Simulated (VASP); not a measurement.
# Ti3N3O in VASP: single point with PBE

Aim: the single point of Ti3N3O with PBE.

Everything below comes from runs of VASP 6.6.1. Logs are shortened: lines on timing, memory, paths and dates and some standing lists are left out, and cuts for length are marked.

**1. The cell of the first run**

The cell holds a slab with vacuum, 7 atoms: a = 3.003 Å, b = 3.003 Å, c = 23.054 Å, α = 90.00°, β = 90.00°, γ = 120.00°.

**2. Single point, PBE, collinear spin, ferromagnetic start**

Contents of INCAR:

```
SYSTEM = Ti3N3O
PREC = Accurate
ENCUT = 520
EDIFF = 1E-6
ISMEAR = 0
SIGMA = 0.1
LREAL = .False.
LASPH = .True.
NELM = 150
ALGO = Normal
ISIF = 2
LWAVE = .False.
LCHARG = .False.
ISPIN = 2
MAGMOM = 0 0 0 0 0 0 2
LORBIT = 11
LMAXMIX = 4
LDIPOL = .True.
IDIPOL = 3
DIPOL = 0.5 0.5 0.350
GGA = PE
NBANDS = 42
```

Contents of KPOINTS:

```
Automatic mesh
0
Gamma
  9 9 1
  0 0 0
```

Contents of POSCAR:

```
Ti3N3O
1.0
    3.0028555065      0.0000000000      0.0000000000
   -1.5014277533      2.6005491526      0.0000000000
    0.0000000000      0.0000000000     23.0541471875
N Ti O
3 3 1
Direct
    0.3333333333      0.6666666667      0.1735045746
    0.0000000000      0.0000000000      0.2798551255
    0.6666666667      0.3333333333      0.3877458571
    0.6666666667      0.3333333333      0.2266798501
    0.3333333333      0.6666666667      0.3342486897
    0.0000000000      0.0000000000      0.4361101326
    0.3333333333      0.0000000000      0.6100484686
```

Potentials or basis: VASP PAW PBE potentials, release 64 (N, Ti_sv, O).

Run with:

```console
cat potpaw_PBE.64/N/POTCAR potpaw_PBE.64/Ti_sv/POTCAR potpaw_PBE.64/O/POTCAR > POTCAR
mpirun -np 1 vasp_std > vasp.out
```

OUTCAR:

```text
SYSTEM = Ti3N3O
   PREC = Accurate
   ENCUT = 520
   EDIFF = 1E-6
   ISMEAR = 0
   LREAL = .False.
   LASPH = .True.
   NELM = 150
   ISIF = 2
   ISPIN = 2
   LORBIT = 11
   GGA = PE

 ion  position               nearest neighbor table
   1  0.333  0.667  0.174-   4 2.12   4 2.12   4 2.12
   2  0.000  0.000  0.280-   4 2.12   4 2.12   4 2.12   5 2.14   5 2.14   5 2.14
   3  0.667  0.333  0.388-   6 2.06   6 2.06   6 2.06   5 2.13   5 2.13   5 2.13
   4  0.667  0.333  0.227-   2 2.12   2 2.12   2 2.12   1 2.12   1 2.12   1 2.12
   5  0.333  0.667  0.334-   3 2.13   3 2.13   3 2.13   2 2.14   2 2.14   2 2.14   6 2.92   6 2.92
                             6 2.92
   6  0.000  0.000  0.436-   3 2.06   3 2.06   3 2.06   5 2.92   5 2.92   5 2.92
   7  0.333  0.000  0.610-

  LATTYP: Found a hexagonal cell.
 ALAT       =     3.0028555065
 C/A-ratio  =     7.6774080996

  Lattice vectors:

 A1 = (   3.0028555065,   0.0000000000,   0.0000000000)
 A2 = (  -1.5014277533,   2.6005491526,   0.0000000000)
 A3 = (   0.0000000000,   0.0000000000,  23.0541471875)

Analysis of symmetry for initial positions (statically):
=====================================================================
 Subroutine PRICEL returns:
 Original cell was already a primitive cell.

 Routine SETGRP: Setting up the symmetry group for a
 hexagonal supercell.

 Subroutine GETGRP returns: Found  1 space group operations
 (whereof  1 operations were pure point group operations)
 out of a pool of 24 trial point group operations.

The static configuration has the point symmetry C_1 .

Analysis of symmetry for dynamics (positions and initial velocities):
=====================================================================
 Subroutine PRICEL returns:
 Original cell was already a primitive cell.

 Routine SETGRP: Setting up the symmetry group for a
 hexagonal supercell.

 Subroutine GETGRP returns: Found  1 space group operations
 (whereof  1 operations were pure point group operations)
 out of a pool of 24 trial point group operations.

The dynamic configuration has the point symmetry C_1 .

Analysis of structural, dynamic, and magnetic symmetry:
=====================================================================
 Subroutine PRICEL returns:
 Original cell was already a primitive cell.

 Routine SETGRP: Setting up the symmetry group for a
 hexagonal supercell.

 Subroutine GETGRP returns: Found  1 space group operations
 (whereof  1 operations were pure point group operations)
 out of a pool of 24 trial point group operations.

The overall configuration has the point symmetry C_1 .

 Subroutine INISYM returns: Found  1 space group operations
 (whereof  1 operations are pure point group operations),
 and found     1 'primitive' translations

----------------------------------------------------------------------------------------

                                     Primitive cell

  volume of cell :     180.0315

  direct lattice vectors                    reciprocal lattice vectors
     3.002855506  0.000000000  0.000000000     0.333016357  0.192267083  0.000000000
    -1.501427753  2.600549153  0.000000000     0.000000000  0.384534166  0.000000000
     0.000000000  0.000000000 23.054147187     0.000000000  0.000000000  0.043376144

  length of vectors
     3.002855506  3.002855507 23.054147187     0.384534166  0.384534166  0.043376144

  position of ions in fractional coordinates (direct lattice)
     0.333333333  0.666666667  0.173504575
     0.000000000  0.000000000  0.279855125
     0.666666667  0.333333333  0.387745857
     0.666666667  0.333333333  0.226679850
     0.333333333  0.666666667  0.334248690
     0.000000000  0.000000000  0.436110133
     0.333333333  0.000000000  0.610048469

  ion indices of the primitive-cell ions
   primitive index   ion index
                 1           1
                 2           2
                 3           3
                 4           4
                 5           5
                 6           6
                 7           7

----------------------------------------------------------------------------------------

 KPOINTS: Automatic mesh

[... 57 lines left out ...]
 SYSTEM =  Ti3N3O
   PREC   = accura    normal or accurate (medium, high low for compatibility)
   ISTART =      0    job   : 0-new  1-cont  2-samecut
   ICHARG =      2    charge: 1-file 2-atom 10-const
   ISPIN  =      2    spin polarized calculation?
   LNONCOLLINEAR =      F non collinear calculations
   LSORBIT =      F    spin-orbit coupling
   LASPH  =      T    aspherical Exc in radial PAW
   ENCUT  =  520.0 eV  38.22 Ry    6.18 a.u.   5.58  5.58 42.87*2*pi/ulx,y,z
   NELM   =    150;   NELMIN=  2; NELMDL= -5     # of ELM steps
   EDIFF  = 0.1E-05   stopping-criterion for ELM
   LREAL  =      F    real-space projection
   EDIFFG = 0.1E-04   stopping-criterion for IOM
   NSW    =      0    number of steps for IOM
   IBRION =     -1    ionic relax: 0-MD 1-quasi-New 2-CG
   NFREE  =      0    steps in history (QN), initial steepest desc. (CG)
   ISIF   =      2    stress and relaxation
   ISYM   =      2    0-nonsym 1-usesym 2-fastsym
   POTIM  = 0.5000    time-step for ionic-motion
   TEBEG  =    0.0;   TEEND  =   0.0 temperature during run
   PSTRESS=    0.0 pullay stress
   NELECT =      57.0000    total number of electrons
   NUPDOWN=      -1.0000    fix difference up-down
   EMIN   =  10.00;   EMAX   =-10.00  energy-range for DOS
   EFERMI =   0.00;   METHOD = LEGACY
   ISMEAR =     0;   SIGMA  =   0.10  broadening in eV -4-tet -1-fermi 0-gaus
   EFERMI_NEDOS =   21; number of points for ismear=-14 and -15
   IALGO  =     38    algorithm
   IMIX   =      4    mixing-type and parameters
     AMIX     =   0.40;   BMIX     =  1.00
     AMIX_MAG =   1.60;   BMIX_MAG =  1.00
  volume/ion in A,a.u.               =      25.72       173.56
  Fermi-wavevector in a.u.,A,eV,Ry     =   1.115793  2.108543 16.939169  1.244994
  Thomas-Fermi vector in A             =   2.252401
   LORBIT       =     11    0 simple, 1 ext, 2 COOP (PROOUT), +10 PAW based schemes
   GGA     = PE    functional components
   LHFCALC =     F    Hartree Fock is set to
   AEXX    =    0.0000 exact exchange contribution
   IVDW    =     0    specifies the selected vdW correction
   LEPSILON=     F    determine dielectric tensor
   LRPA    =     F    only Hartree local field effects (RPA)
 spin polarized calculation
 Gauss-broadening in eV      SIGMA  =   0.10
  energy-cutoff  :      520.00
  volume of cell :      180.03
 maximum number of plane-waves:      4899
   NGX = 11   NGY = 11   NGZ = 85

 dipolmoment           0.000000      0.000000      0.002157 electrons x Angstroem

 number of electron      57.0000011 magnetization       1.0868033

 dipolmoment           0.000000      0.000000     -0.030699 electrons x Angstroem

 Free energy of the ion-electron system (eV)
  ---------------------------------------------------
  ext. energy  EPLUGINS =         0.00000000
  ---------------------------------------------------
  free energy    TOTEN  =       -56.64413941 eV

  energy without entropy =      -56.62146685  energy(sigma->0) =      -56.63280313

 E-fermi :  -1.2695     XC(G=0):  -5.8832

 val. band max:       -1.2809259533   @ k =   0.0000   0.1111   0.0000
 cond. band min:      -1.2382598888   @ k =   0.0000   0.0000   0.0000
 fundamental gap:      0.0426660645
 Fermi energy:        -1.2694927874

 spin component 1

 k-point     1 :       0.0000    0.0000    0.0000
  band No.  band energies     occupation
      1     -58.7725      1.00000
      2     -58.2530      1.00000
      3     -57.8153      1.00000
      4     -35.2130      1.00000
      5     -34.8306      1.00000
      6     -34.8300      1.00000
[... 1021 lines left out ...]
     39       2.3753      0.00000
     40       2.8707      0.00000

 [... further k-points ...]

 spin component 2

 k-point     1 :       0.0000    0.0000    0.0000
  band No.  band energies     occupation
      1     -58.7372      1.00000
      2     -58.6477      1.00000
      3     -57.7997      1.00000
      4     -35.3036      1.00000
      5     -34.9083      1.00000
      6     -34.7903      1.00000
[... 1021 lines left out ...]
     39       2.3669      0.00000
     40       2.7699      0.00000

 [... further k-points ...]

 [bands above 40 left out]

------------------------ aborting loop because EDIFF is reached ----------------------------------------

 vacuum level on the upper side and lower side of the slab       (xc-potential included)        -0.359         0.338

  FORCE on cell =-STRESS in cart. coord.  units (eV):
  Direction    XX          YY          ZZ          XY          YZ          ZX
  --------------------------------------------------------------------------------------
  -------------------------------------------------------------------------------------
  Total       -2.4696336     -2.4851953     -4.5164576     -0.0044992     -0.0009203      0.0148176
  in kB      -21.9783228    -22.1168128    -40.1938823     -0.0400402     -0.0081904      0.1318681
  external PRESSURE =     -28.0963393 kB  Pullay stress =       0.0000000 kB

 VOLUME and BASIS-vectors are now :
 -----------------------------------------------------------------------------
  energy-cutoff  :      520.00
  volume of cell :      180.03
      direct lattice vectors                 reciprocal lattice vectors
     3.002855506  0.000000000  0.000000000     0.333016357  0.192267083  0.000000000
    -1.501427753  2.600549153  0.000000000     0.000000000  0.384534166  0.000000000
     0.000000000  0.000000000 23.054147187     0.000000000  0.000000000  0.043376144

 POSITION                                       TOTAL-FORCE (eV/Angst)
 -----------------------------------------------------------------------------------
     -0.00000      1.73370      4.00000         0.000229     -0.000306      4.133548
      0.00000      0.00000      6.45182         0.000073      0.000687      1.169813
      1.50143      0.86685      8.93915        -0.002864      0.005965      0.020281
      1.50143      0.86685      5.22591        -0.000238      0.000085     -5.320196
     -0.00000      1.73370      7.70582         0.000466     -0.003382     -0.059931
      0.00000      0.00000     10.05415        -0.000922     -0.002777      0.306904
      1.00095      0.00000     14.06415         0.003255     -0.000272     -0.250419
 -----------------------------------------------------------------------------------
    total drift:                               -0.000083      0.000014     -0.000177

  FREE ENERGIE OF THE ION-ELECTRON SYSTEM (eV)
  ---------------------------------------------------
  free  energy   TOTEN  =       -56.6441394141 eV

  energy  without entropy=      -56.6214668548  energy(sigma->0) =      -56.63280313

 vacuum level on the upper side and lower side of the slab         6.282         6.993

 total charge

# of ion       s       p       d       tot
------------------------------------------
    1        1.311   2.199   0.000   3.511
    2        1.250   2.493   0.000   3.743
    3        1.254   2.493   0.000   3.747
    4        2.192   6.226   1.882  10.300
    5        2.180   6.222   1.973  10.376
    6        2.183   6.156   1.994  10.332
    7        1.625   2.923   0.000   4.548
--------------------------------------------------
tot         11.995  28.713   5.849  46.558

 magnetization (x)

# of ion       s       p       d       tot
------------------------------------------
    1       -0.003  -0.054   0.000  -0.057
    2       -0.001  -0.007   0.000  -0.008
    3        0.000   0.017   0.000   0.017
    4       -0.001  -0.001   0.017   0.014
    5        0.001   0.000   0.048   0.049
    6       -0.015  -0.042  -0.396  -0.453
    7        0.016   1.520   0.000   1.535
--------------------------------------------------
tot         -0.004   1.433  -0.331   1.097
```

Run time: 37 min. Hardware: 1 thread of AMD EPYC 9R45 (Zen 5), shared host; peak memory 0.66 GiB.

Results:

```yaml
Free_energy: -56.6441 eV
Largest_force: 5.320 eV/Å
Net_moment: 1.09 μB per cell
Site_moments: N -0.06, -0.01, +0.02; Ti +0.01, +0.05, -0.45; O +1.53 μB
Valence_electrons_inside_the_program's_atomic_spheres: N 3.51, 3.74, 3.75; Ti 10.30, 10.38, 10.33; O 4.55
```

Forces on the atoms (eV/Å):
```
N    0.000  0.000  4.134
N    0.000  0.001  1.170
N   -0.003  0.006  0.020
Ti   0.000  0.000 -5.320
Ti   0.000 -0.003 -0.060
Ti  -0.001 -0.003  0.307
O    0.003  0.000 -0.250
```

Levels at points of the mesh, in eV from the Fermi level:
Spin up:
| k point | band 26 | band 27 | band 28 | band 29 | band 30 | band 31 | band 32 | band 33 |
| --- | --- | --- | --- | --- | --- | --- | --- | --- |
| (0.00, 0.00, 0.00) | -1.10 | -0.21 | -0.21 | 0.24 | 0.39 | 0.39 | 0.54 | 1.65 |
Spin down:
```tsv
k point	band 25	band 26	band 27	band 28	band 29	band 30	band 31	band 32
(0.00, 0.00, 0.00)	-0.28	-0.28	0.03	0.28	0.28	0.47	1.14	1.16
```
